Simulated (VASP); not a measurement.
# PbO (P4mm) in VASP: single point with LDA

Aim: the single point of PbO with LDA.

All numbers are computed with VASP 6.6.1; they aren't measurements. Logs are shortened: lines on timing, memory, paths and dates and some standing lists are left out, and cuts for length are marked.

## 1. The cell of the first run

The structure is tetragonal, space group P4mm (No. 99). The conventional cell has a = 3.974 Å, b = 3.974 Å, c = 5.022 Å, α = 90.00°, β = 90.00°, γ = 90.00°. Pb (site symmetry 4mm) has 4 O at 2.29 Å within 3.0 Å. Within 3.1 Å of Pb (site symmetry 4mm) lie 4 O at 2.34 Å. O (site symmetry 2mm) has 4 Pb at 2.29 to 2.34 Å and 4 O at 2.81 Å within 3.0 Å.

## 2. Single point, LDA (all O atoms moved +0.050 Å, as atom 3 along Cartesian [0 0 1])

Input file INCAR:

```
PREC = Accurate
ENCUT = 910
EDIFF = 1E-6
ISMEAR = 0
SIGMA = 0.05
LREAL = F
LASPH = T
NELM = 120
ALGO = Normal
ISIF = 2
LWAVE = F
LCHARG = F
GGA = CA
NBANDS = 28
GGA_COMPAT = F
```

Input file KPOINTS:

```
regular mesh
0
Gamma
  8 8 6
```

Input file POSCAR:

```
PbO
1.0
    3.9744000000      0.0000000000      0.0000000000
    0.0000000000      3.9744000000      0.0000000000
    0.0000000000      0.0000000000      5.0220000000
Pb O
2 2
Direct
    0.0000000000      0.5000000000      0.2351000000
    0.5000000000      0.0000000000      0.7649000000
    0.0000000000      0.0000000000      0.0099561928
    0.5000000000      0.5000000000      0.0099561928
```

Potentials or basis: VASP PAW LDA potentials, release 64 (Pb_d, O_h).

The run is started by

```sh
$ cat potpaw_LDA.64/Pb_d/POTCAR potpaw_LDA.64/O_h/POTCAR > POTCAR
$ mpirun -np 1 vasp_std > vasp.out
```

OUTCAR:

```text
PREC = Accurate
   ENCUT = 910
   EDIFF = 1E-6
   ISMEAR = 0
   LREAL = F
   LASPH = T
   NELM = 120
   ISIF = 2
   GGA = CA

 ion  position               nearest neighbor table
   1  0.000  0.500  0.235-   3 2.29   4 2.29   3 2.29   4 2.29   2 3.67   2 3.67   2 3.67   2 3.67
                             2 3.87   2 3.87   2 3.87   2 3.87
   2  0.500  0.000  0.765-   3 2.34   4 2.34   4 2.34   3 2.34   1 3.67   1 3.67   1 3.67   1 3.67
                             1 3.87   1 3.87   1 3.87   1 3.87
   3  0.000  0.000  0.010-   1 2.29   1 2.29   2 2.34   2 2.34
   4  0.500  0.500  0.010-   1 2.29   1 2.29   2 2.34   2 2.34

  LATTYP: Found a simple tetragonal cell.
 ALAT       =     3.9744000000
 C/A-ratio  =     1.2635869565

  Lattice vectors:

 A1 = (   3.9744000000,   0.0000000000,   0.0000000000)
 A2 = (   0.0000000000,   3.9744000000,   0.0000000000)
 A3 = (   0.0000000000,   0.0000000000,   5.0220000000)

Analysis of symmetry for initial positions (statically):
=====================================================================
 Subroutine PRICEL returns:
 Original cell was already a primitive cell.

 Routine SETGRP: Setting up the symmetry group for a
 simple tetragonal supercell.

 Subroutine GETGRP returns: Found  8 space group operations
 (whereof  4 operations were pure point group operations)
 out of a pool of 16 trial point group operations.

The static configuration has the point symmetry C_2v.
 The point group associated with its full space group is C_4v.

Analysis of symmetry for dynamics (positions and initial velocities):
=====================================================================
 Subroutine PRICEL returns:
 Original cell was already a primitive cell.

 Routine SETGRP: Setting up the symmetry group for a
 simple tetragonal supercell.

 Subroutine GETGRP returns: Found  8 space group operations
 (whereof  4 operations were pure point group operations)
 out of a pool of 16 trial point group operations.

The dynamic configuration has the point symmetry C_2v.
 The point group associated with its full space group is C_4v.

 Subroutine INISYM returns: Found  8 space group operations
 (whereof  4 operations are pure point group operations),
 and found     1 'primitive' translations

----------------------------------------------------------------------------------------

                                     Primitive cell

  volume of cell :      79.3268

  direct lattice vectors                    reciprocal lattice vectors
     3.974400000  0.000000000  0.000000000     0.251610306  0.000000000  0.000000000
     0.000000000  3.974400000  0.000000000     0.000000000  0.251610306  0.000000000
     0.000000000  0.000000000  5.022000000     0.000000000  0.000000000  0.199123855

  length of vectors
     3.974400000  3.974400000  5.022000000     0.251610306  0.251610306  0.199123855

  position of ions in fractional coordinates (direct lattice)
     0.000000000  0.500000000  0.235100000
     0.500000000  0.000000000  0.764900000
     0.000000000  0.000000000  0.009956193
     0.500000000  0.500000000  0.009956193

  ion indices of the primitive-cell ions
   primitive index   ion index
                 1           1
                 2           2
                 3           3
                 4           4

----------------------------------------------------------------------------------------

 KPOINTS: regular mesh

Automatic generation of k-mesh.
 Grid dimensions read from file:
 generate k-points for:    8    8    6

 Generating k-lattice:

  Cartesian coordinates                     Fractional coordinates (reciprocal lattice)
     0.031451288  0.000000000  0.000000000     0.125000000  0.000000000  0.000000000
     0.000000000  0.031451288  0.000000000     0.000000000  0.125000000  0.000000000
     0.000000000  0.000000000  0.033187309     0.000000000  0.000000000  0.166666667

  Length of vectors
     0.031451288  0.031451288  0.033187309

  Shift w.r.t. Gamma in fractional coordinates (k-lattice)
     0.000000000  0.000000000  0.000000000

 Subroutine IBZKPT returns following result:
 ===========================================

 Found     60 irreducible k-points:

 Following reciprocal coordinates:
            Coordinates               Weight
  0.000000  0.000000  0.000000      1.000000
  0.125000  0.000000  0.000000      4.000000
  0.250000  0.000000  0.000000      4.000000
  0.375000  0.000000  0.000000      4.000000
  0.500000  0.000000  0.000000      2.000000
  0.125000  0.125000  0.000000      4.000000
[... 16 lines left out ...]
  0.375000  0.125000  0.166667     16.000000
  0.500000  0.125000  0.166667      8.000000
 [... further k-points ...]
   k-points           NKPTS =     60   k-points in BZ     NKDIM =     60   number of bands    NBANDS=     28
   number of dos      NEDOS =    301   number of ions     NIONS =      4
   total plane-waves  NPLWV =  80000
   dimension x,y,z NGX =    40 NGY =   40 NGZ =   50
   dimension x,y,z NGXF=    80 NGYF=   80 NGZF=  100
   ions per type =               2   2
   NGX,Y,Z   is equivalent  to a cutoff of  16.73, 16.73, 16.55 a.u.
   NGXF,Y,Z  is equivalent  to a cutoff of  33.46, 33.46, 33.10 a.u.
 SYSTEM =  unknown system
   PREC   = accura    normal or accurate (medium, high low for compatibility)
   ISTART =      0    job   : 0-new  1-cont  2-samecut
   ICHARG =      2    charge: 1-file 2-atom 10-const
   ISPIN  =      1    spin polarized calculation?
   LNONCOLLINEAR =      F non collinear calculations
   LSORBIT =      F    spin-orbit coupling
   LASPH  =      T    aspherical Exc in radial PAW
   ENCUT  =  910.0 eV  66.88 Ry    8.18 a.u.   9.78  9.78 12.35*2*pi/ulx,y,z
   NELM   =    120;   NELMIN=  2; NELMDL= -5     # of ELM steps
   EDIFF  = 0.1E-05   stopping-criterion for ELM
   LREAL  =      F    real-space projection
   EDIFFG = 0.1E-04   stopping-criterion for IOM
   NSW    =      0    number of steps for IOM
   IBRION =     -1    ionic relax: 0-MD 1-quasi-New 2-CG
   NFREE  =      0    steps in history (QN), initial steepest desc. (CG)
   ISIF   =      2    stress and relaxation
   ISYM   =      2    0-nonsym 1-usesym 2-fastsym
   POTIM  = 0.5000    time-step for ionic-motion
   TEBEG  =    0.0;   TEEND  =   0.0 temperature during run
   PSTRESS=    0.0 pullay stress
   NELECT =      40.0000    total number of electrons
   NUPDOWN=      -1.0000    fix difference up-down
   EMIN   =  10.00;   EMAX   =-10.00  energy-range for DOS
   EFERMI =   0.00;   METHOD = LEGACY
   ISMEAR =     0;   SIGMA  =   0.05  broadening in eV -4-tet -1-fermi 0-gaus
   EFERMI_NEDOS =   21; number of points for ismear=-14 and -15
   IALGO  =     38    algorithm
   IMIX   =      4    mixing-type and parameters
     AMIX     =   0.40;   BMIX     =  1.00
     AMIX_MAG =   1.60;   BMIX_MAG =  1.00
  volume/ion in A,a.u.               =      19.83       133.83
  Fermi-wavevector in a.u.,A,eV,Ry     =   1.303031  2.462372 23.101207  1.697891
  Thomas-Fermi vector in A             =   2.434060
   LORBIT       =      0    0 simple, 1 ext, 2 COOP (PROOUT), +10 PAW based schemes
   GGA     = CA    functional components
   LHFCALC =     F    Hartree Fock is set to
   AEXX    =    0.0000 exact exchange contribution
   IVDW    =     0    specifies the selected vdW correction
   LEPSILON=     F    determine dielectric tensor
   LRPA    =     F    only Hartree local field effects (RPA)
 non-spin polarized calculation
 Gauss-broadening in eV      SIGMA  =   0.05
  energy-cutoff  :      910.00
  volume of cell :       79.33
 maximum number of plane-waves:      4996
 NGX is ok and might be reduce to    40
   NGX = 19   NGY = 19   NGZ = 25

 number of electron      39.9999999 magnetization

 Free energy of the ion-electron system (eV)
  ---------------------------------------------------
  ext. energy  EPLUGINS =         0.00000000
  ---------------------------------------------------
  free energy    TOTEN  =       -24.38654804 eV

  energy without entropy =      -24.38654804  energy(sigma->0) =      -24.38654804

 E-fermi :   5.3245     XC(G=0): -10.3026

 val. band max:        5.0490634825   @ k =   0.1250   0.0000   0.0000
 cond. band min:       6.2257149781   @ k =   0.5000   0.5000   0.0000
 fundamental gap:      1.1766514957
 Fermi energy:         5.3244507672

 k-point     1 :       0.0000    0.0000    0.0000
  band No.  band energies     occupation
      1     -13.1749      2.00000
      2     -12.6559      2.00000
      3     -10.9291      2.00000
      4     -10.9291      2.00000
      5     -10.8678      2.00000
      6     -10.8433      2.00000
[... 20 lines left out ...]
     27      12.5150      0.00000
     28      13.0594      0.00000

 k-point     2 :       0.1250    0.0000    0.0000
  band No.  band energies     occupation
      1     -13.1401      2.00000
      2     -12.6650      2.00000
      3     -10.9223      2.00000
      4     -10.9198      2.00000
      5     -10.8576      2.00000
      6     -10.8317      2.00000
[... 20 lines left out ...]
     27      12.7452      0.00000
     28      14.0759      0.00000

 k-point     3 :       0.2500    0.0000    0.0000
  band No.  band energies     occupation
      1     -13.0509      2.00000
      2     -12.6955      2.00000
      3     -10.9039      2.00000
      4     -10.8928      2.00000
      5     -10.8299      2.00000
      6     -10.8042      2.00000
[... 20 lines left out ...]
     27      13.0178      0.00000
     28      15.8720      0.00000

 k-point     4 :       0.3750    0.0000    0.0000
  band No.  band energies     occupation
      1     -12.9412      2.00000
      2     -12.7515      2.00000
      3     -10.8803      2.00000
      4     -10.8605      2.00000
      5     -10.8212      2.00000
      6     -10.8029      2.00000
[... 578 lines left out ...]
     27      13.9374      0.00000
     28      15.3144      0.00000

 k-point    23 :       0.3750    0.1250    0.1667
  band No.  band energies     occupation
      1     -12.9270      2.00000
      2     -12.7539      2.00000
      3     -10.8866      2.00000
      4     -10.8484      2.00000
      5     -10.8197      2.00000
      6     -10.7916      2.00000
[... 20 lines left out ...]
     27      14.1653      0.00000
     28      14.6734      0.00000

 k-point    24 :       0.5000    0.1250    0.1667
  band No.  band energies     occupation
      1     -12.8489      2.00000
      2     -12.8155      2.00000
      3     -10.8759      2.00000
      4     -10.8472      2.00000
      5     -10.8210      2.00000
      6     -10.7842      2.00000
[... 20 lines left out ...]
     27      14.3640      0.00000
     28      14.3819      0.00000

 [... further k-points ...]
[... 5 lines left out ...]
  --------------------------------------------------------------------------------------
  -------------------------------------------------------------------------------------
  Total       -0.8931353     -0.8931353     -0.7212346      0.0000000      0.0000000      0.0000000
  in kB      -18.0388148    -18.0388148    -14.5669051      0.0000000      0.0000000      0.0000000
  external PRESSURE =     -16.8815115 kB  Pullay stress =       0.0000000 kB

 VOLUME and BASIS-vectors are now :
 -----------------------------------------------------------------------------
  energy-cutoff  :      910.00
  volume of cell :       79.33
      direct lattice vectors                 reciprocal lattice vectors
     3.974400000  0.000000000  0.000000000     0.251610306  0.000000000  0.000000000
     0.000000000  3.974400000  0.000000000     0.000000000  0.251610306  0.000000000
     0.000000000  0.000000000  5.022000000     0.000000000  0.000000000  0.199123855

 POSITION                                       TOTAL-FORCE (eV/Angst)
 -----------------------------------------------------------------------------------
      0.00000      1.98720      1.18067         0.000000      0.000000      0.336183
      1.98720      0.00000      3.84133         0.000000      0.000000      0.500418
      0.00000      0.00000      0.05000         0.000000      0.000000     -0.418300
      1.98720      1.98720      0.05000         0.000000      0.000000     -0.418300
 -----------------------------------------------------------------------------------
    total drift:                               -0.000000      0.000000     -0.001604

  FREE ENERGIE OF THE ION-ELECTRON SYSTEM (eV)
  ---------------------------------------------------
  free  energy   TOTEN  =       -24.3865480385 eV

  energy  without entropy=      -24.3865480385  energy(sigma->0) =      -24.38654804
```

Wall time 3.5 min (1 thread of Intel Xeon Platinum 8259CL at 2.50GHz (Skylake/Cascade Lake), shared host); peak memory 0.4 GiB.

Results:

* Free energy: -24.3865 eV
* Pressure: -1.7 GPa
* Largest force: 0.500 eV/Å
* Band gap on the k mesh: 1.18 eV (least direct gap 2.23 eV)

Forces in eV/Å, atoms in the order of the input:
```
Pb   0.000  0.000  0.336
Pb   0.000  0.000  0.500
O    0.000  0.000 -0.418
O    0.000  0.000 -0.418
```

Stress tensor (GPa, compression positive):
```
-1.80  0.00  0.00
 0.00 -1.80  0.00
 0.00  0.00 -1.46
```

Levels at points of the mesh, in eV from the valence-band top:
```tsv
k point	band 18	band 19	band 20	band 21	band 22	band 23
(0.00, 0.00, 0.00)	-1.73	-1.73	-0.02	2.30	5.28	5.58
(0.50, 0.00, 0.00)	-3.02	-1.75	-1.59	3.26	3.39	6.34
(0.50, 0.50, 0.00)	-1.50	-1.11	-1.06	1.18	1.18	5.06
(0.00, 0.00, 0.50)	-1.75	-1.75	-0.95	1.79	3.95	3.95
(0.50, 0.00, 0.50)	-2.98	-1.13	-0.86	2.93	3.10	6.08
(0.50, 0.50, 0.50)	-2.08	-1.11	-1.06	3.41	3.41	4.68
```

Caveat: the cell differs from its parent crystal (all O atoms moved +0.050 Å, as atom 3 along Cartesian [0 0 1]); spin-orbit coupling is left out, which moves the levels of the heavy elements. A k mesh can miss the band edges.
